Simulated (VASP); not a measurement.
# KBr (R-3m) in VASP: notebook, part 2 of 2

VASP 6.6.1. Earlier steps stand in the parts before.

## (3) Single point, r2SCAN (epitaxial 111 strain +3.6%)

The input, POSCAR:

```
KBr
1.0
   -0.1662200127      3.2555691930      3.2555691930
    3.2555691930     -0.1662200127      3.2555691930
    3.2555691930      3.2555691930     -0.1662200127
K Br
1 1
Direct
    0.0000000000      0.0000000000      0.0000000000
    0.5000000000      0.5000000000      0.5000000000
```

The input, INCAR.step1:

```
SYSTEM = KBr
PREC     = Accurate       ! precision mode
ENCUT    = 520            ! plane-wave cutoff, eV
ISMEAR   = 0              ! smearing method
SIGMA    = 0.01           ! smearing width, eV
LREAL    = .False.        ! projectors in reciprocal space
LASPH    = .True.         ! aspherical terms in the spheres
NELM     = 60             ! most SCF steps
NBANDS   = 15             ! bands
GGA      = PE             ! functional
ALGO     = Normal         ! electronic algorithm
EDIFF    = 1E-4           ! SCF threshold, eV
LWAVE    = .True.         ! write WAVECAR
LCHARG   = .False.        ! write CHGCAR
```

The input, INCAR.step2:

```
SYSTEM = KBr
PREC     = Accurate       ! precision mode
ENCUT    = 520            ! plane-wave cutoff, eV
EDIFF    = 1E-7           ! SCF threshold, eV
ISMEAR   = 0              ! smearing method
SIGMA    = 0.01           ! smearing width, eV
LREAL    = .False.        ! projectors in reciprocal space
LASPH    = .True.         ! aspherical terms in the spheres
NELM     = 60             ! most SCF steps
ALGO     = Normal         ! electronic algorithm
ISIF     = 2              ! what is computed and relaxed
LWAVE    = .False.        ! write WAVECAR
LCHARG   = .False.        ! write CHGCAR
METAGGA  = R2SCAN         ! meta-GGA
LMIXTAU  = .True.       
NBANDS   = 15             ! bands
ISTART   = 1
```

The input, KPOINTS:

```
regular mesh
0
Gamma
  6 6 6
  0 0 0
```

Potentials or basis: VASP PAW PBE potentials, release 64 (K_sv, Br).

Run with:

```
$ cat potpaw_PBE.64/K_sv/POTCAR potpaw_PBE.64/Br/POTCAR > POTCAR
$ cp INCAR.step1 INCAR
$ mpirun -np 1 vasp_std > vasp.out
$ cp INCAR.step2 INCAR
$ mpirun -np 1 vasp_std > vasp.out
```

OUTCAR:

```text
SYSTEM = KBr
   PREC = Accurate
   ENCUT = 520
   EDIFF = 1E-7
   ISMEAR = 0
   LREAL = .False.
   LASPH = .True.
   NELM = 60
   ISIF = 2
   METAGGA = R2SCAN
   ISTART = 1

 ion  position               nearest neighbor table
   1  0.000  0.000  0.000-
   2  0.500  0.500  0.500-

  LATTYP: Found a trigonal (rhomboedric) cell.
 ALAT       =     4.6070696363
 COS(alpha) =     0.4483584749

  Lattice vectors:

 A1 = (  -0.1662200127,   3.2555691930,   3.2555691930)
 A2 = (   3.2555691930,  -0.1662200127,   3.2555691930)
 A3 = (   3.2555691930,   3.2555691930,  -0.1662200127)

Analysis of symmetry for initial positions (statically):
=====================================================================
 Subroutine PRICEL returns:
 Original cell was already a primitive cell.

 Routine SETGRP: Setting up the symmetry group for a
 trigonal (rhombohedral) supercell.

 Subroutine GETGRP returns: Found 12 space group operations
 (whereof 12 operations were pure point group operations)
 out of a pool of 12 trial point group operations.

[... 175 lines left out ...]
      4     -13.9430      2.00000
      5     -13.9430      2.00000
      6      -2.3095      2.00000
      7      -2.3095      2.00000
      8      -2.1606      2.00000
      9       2.7011      0.00000
     10       5.7527      0.00000
     11       5.7527      0.00000
     12       6.4149      0.00000
     13       6.9433      0.00000
     14       6.9433      0.00000
[... 401 lines left out ...]
      2     -14.9246      2.00000
      3     -14.0190      2.00000
      4     -13.9830      2.00000
      5     -13.8846      2.00000
      6      -2.9541      2.00000
      7      -2.7504      2.00000
      8      -2.6469      2.00000
      9       4.8370      0.00000
     10       6.3488      0.00000
     11       6.5020      0.00000
     12       7.6648      0.00000
     13       8.4565      0.00000
     14       9.2306      0.00000
     15       9.6572      0.00000

 [... further k-points ...]

------------------------ aborting loop because EDIFF is reached ----------------------------------------

  FORCE on cell =-STRESS in cart. coord.  units (eV):
  Direction    XX          YY          ZZ          XY          YZ          ZX
  --------------------------------------------------------------------------------------
  -------------------------------------------------------------------------------------
  Total       -0.2184082     -0.2184082     -0.2184082      0.1087888      0.1087888      0.1087888
  in kB       -4.7102822     -4.7102822     -4.7102822      2.3461840      2.3461840      2.3461840
  external PRESSURE =      -4.7102822 kB  Pullay stress =       0.0000000 kB

 VOLUME and BASIS-vectors are now :
 -----------------------------------------------------------------------------
  energy-cutoff  :      520.00
  volume of cell :       74.29
      direct lattice vectors                 reciprocal lattice vectors
    -0.166220013  3.255569193  3.255569193    -0.142294367  0.149950404  0.149950404
     3.255569193 -0.166220013  3.255569193     0.149950404 -0.142294367  0.149950404
     3.255569193  3.255569193 -0.166220013     0.149950404  0.149950404 -0.142294367

 POSITION                                       TOTAL-FORCE (eV/Angst)
 -----------------------------------------------------------------------------------
      0.00000      0.00000      0.00000         0.000000     -0.000000     -0.000000
      3.17246      3.17246      3.17246        -0.000000      0.000000      0.000000
 -----------------------------------------------------------------------------------
    total drift:                                0.000000      0.000000      0.000000

  FREE ENERGIE OF THE ION-ELECTRON SYSTEM (eV)
  ---------------------------------------------------
  free  energy   TOTEN  =       -23.2373810587 eV

  energy  without entropy=      -23.2373810587  energy(sigma->0) =      -23.23738106
```

OUTCAR.step1:

```text
SYSTEM = KBr
   PREC = Accurate
   ENCUT = 520
   ISMEAR = 0
   LREAL = .False.
   LASPH = .True.
[... 655 lines left out ...]
      0.00000      0.00000      0.00000         0.000000     -0.000000      0.000000
      3.17246      3.17246      3.17246        -0.000000      0.000000     -0.000000
 -----------------------------------------------------------------------------------
    total drift:                                0.000000      0.000000      0.000000

  FREE ENERGIE OF THE ION-ELECTRON SYSTEM (eV)
  ---------------------------------------------------
  free  energy   TOTEN  =        -6.2144519943 eV

  energy  without entropy=       -6.2144519943  energy(sigma->0) =       -6.21445199
```

Wall time 4.6 min (1 thread of AMD EPYC 7R43 (Zen 3), shared host); peak memory 0.19 GiB.

What came out:

* Free energy: -23.2374 eV
* Pressure: -0.5 GPa
* Band gap on the k mesh: 4.86 eV

Levels at points of the mesh, in eV from the valence-band top:
| k point | band 6 | band 7 | band 8 | band 9 | band 10 | band 11 |
| --- | --- | --- | --- | --- | --- | --- |
| (0.00, 0.00, 0.00) | -0.15 | -0.15 | 0.00 | 4.86 | 7.91 | 7.91 |
| (0.50, 0.00, 0.00) | -1.22 | -0.43 | -0.30 | 6.96 | 8.51 | 10.01 |
| (0.50, 0.50, 0.00) | -0.90 | -0.46 | -0.30 | 6.28 | 7.78 | 9.82 |
| (0.50, 0.50, 0.50) | -1.18 | -0.52 | -0.52 | 6.92 | 8.84 | 10.33 |

Caveat: the cell differs from its parent crystal (epitaxial 111 strain +3.6%); the PAW data sets were made with another functional, which shifts forces and pressure a little.

## (4) Single point, HSE06 (epitaxial 111 strain +3.6%)

POSCAR is that of step 3.

The input, INCAR.step1:

```
PREC = Accurate
ENCUT = 520
EDIFF = 1E-5
ISMEAR = 0
SIGMA = 0.01
LREAL = F
LASPH = T
NELM = 80
ALGO = Normal
ISIF = 2
LWAVE = T
LCHARG = F
GGA = PE
NBANDS = 15
```

The input, INCAR.step2:

```
PREC = Accurate
ENCUT = 520
EDIFF = 1E-6
ISMEAR = 0
SIGMA = 0.01
LREAL = F
LASPH = T
NELM = 80
ALGO = Normal
ISIF = 2
LWAVE = F
LCHARG = F
GGA = PE
LHFCALC = T
HFSCREEN = 0.2079
PRECFOCK = Normal
ISTART = 1
NBANDS = 15
```

The input, KPOINTS:

```
regular mesh
0
Gamma
  4 4 4
```

Run with:

```
$ cat potpaw_PBE.64/K_sv/POTCAR potpaw_PBE.64/Br/POTCAR > POTCAR
$ cp INCAR.step1 INCAR
$ mpirun -np 1 vasp_std > vasp.out
$ cp INCAR.step2 INCAR
$ mpirun -np 1 vasp_std > vasp.out
```

Wall time 16 min (1 thread of AMD EPYC 7R43 (Zen 3), shared host); peak memory 0.29 GiB.

The run converged. Its results:

| Property | Result |
| --- | --- |
| Free energy | -7.1640 eV |
| Pressure | -0.1 GPa |
| Band gap on the k mesh | 5.38 eV |

Stress tensor (GPa, compression positive):
```
-0.06  0.23  0.23
 0.23 -0.06  0.23
 0.23  0.23 -0.06
```

Levels at points of the mesh, in eV from the valence-band top:
```tsv
k point	band 4	band 5	band 6	band 7	band 8	band 9	band 10	band 11	band 12	band 13
(0.00, 0.00, 0.00)	-12.29	-12.29	-0.15	-0.15	0.00	5.38	8.63	8.63	9.31	9.80
(0.50, 0.00, 0.00)	-12.29	-12.04	-1.28	-0.44	-0.31	7.56	9.21	10.84	10.98	11.42
(0.50, 0.50, 0.00)	-12.32	-12.32	-0.94	-0.48	-0.32	6.98	8.24	10.46	10.76	10.99
(0.50, 0.50, 0.50)	-12.29	-12.09	-1.25	-0.53	-0.53	7.54	9.56	10.89	10.89	11.34
```

Caveat: the cell differs from its parent crystal (epitaxial 111 strain +3.6%); the PAW data sets were made with another functional, which shifts forces and pressure a little.

## (5) The runs side by side

| level | k mesh | smearing | grid for exact exchange (PRECFOCK) | share of exact exchange | screening parameter | gap on the mesh (eV) | pressure (GPa) |
| --- | --- | --- | --- | --- | --- | --- | --- |
| PBE | 6 × 6 × 6 | fermi-dirac 0.02 eV | - | - | - | 4.22 | 0.2 |
| r2SCAN | 6 × 6 × 6 | gaussian 0.01 eV | - | - | - | 4.86 | -0.5 |
| HSE06 | 4 × 4 × 4 | gaussian 0.01 eV | Normal | 0.25 | 0.2079 1/Å | 5.38 | -0.1 |

Alike in all rows: task single point; potentials or basis VASP PAW PBE potentials, release 64 (K_sv, Br); no spin polarisation; cell as given; cutoff (eV) 520.

Caveats: the PAW data sets were made with another functional, which shifts forces and pressure a little (at least some runs).

Total energies depend on the potentials used, so only differences within one code and one set of settings carry meaning.
